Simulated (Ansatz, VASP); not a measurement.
**ScNb: VASP beside Ansatz**

File INCAR:

```
PREC = Accurate
ENCUT = 520
EDIFF = 1E-7
ISMEAR = 0
SIGMA = 0.1
LREAL = F
LASPH = T
NELM = 60
ALGO = Normal
ISIF = 2
LWAVE = F
LCHARG = T
GGA = PS
LELF = T
LVHAR = T
NBANDS = 19
```

File KPOINTS:

```
Automatic mesh
0
Gamma
  15 15 8
```

POSCAR

```
ScNb
1.0
    3.0272318374      0.0000000000      0.0000000000
   -1.5136159187      2.6216596742      0.0000000000
    0.0000000000      0.0000000000      5.0086394092
Sc Nb
1 1
Direct
    0.0000000000      0.0000000000      0.0000000000
    0.3333333300      0.6666666700      0.5000000000
```

Input for Ansatz:

```yaml
crystal:
  lattice:
    - [3.0272318374, 0.0, 0.0]
    - [-1.5136159187, 2.6216596742, 0.0]
    - [0.0, 0.0, 5.0086394092]
  atoms:
    - { symbol: Sc, position: [0.0, 0.0, 0.0] }
    - { symbol: Nb, position: [0.33333333, 0.66666667, 0.5] }
basis:
  ecutwfc: 420
kpoints:
  mp_grid: { grid: [15, 15, 8] }
hamiltonian:
  xc: pbesol
scf:
  occupations: { method: gaussian, width: 0.1 }
output:
  forces: true
  stress: true
  eigenvalues: true
  populations: true
```

Alike in both runs: task single point; functional PBEsol; k mesh 15 × 15 × 8; occupations gaussian, width 0.1 eV; no spin polarisation.

```csv
,VASP,Ansatz
version,VASP 6.6.1,Ansatz 0.2.0
potentials or method,"VASP PAW PBE potentials, release 64 (Sc_sv, Nb_sv), cutoff 520 eV","scalar-relativistic, plane waves, PAW"
valence electrons in the cell,24,24
```

```tsv
	VASP	Ansatz	Ansatz less VASP
gap on the k mesh at the Fermi level (eV)	none	none	-
pressure (GPa)	-0.4	-0.3	+0.04
traceless stress, the component that is largest in VASP (GPa)	-0.10	-0.16	-0.055
```

VASP's potentials were made for PBE, not for PBEsol. A gap of «none» marks a metal or a gap that the smearing closes. With one functional, cell and mesh, what is left measures potentials, basis and numerics.
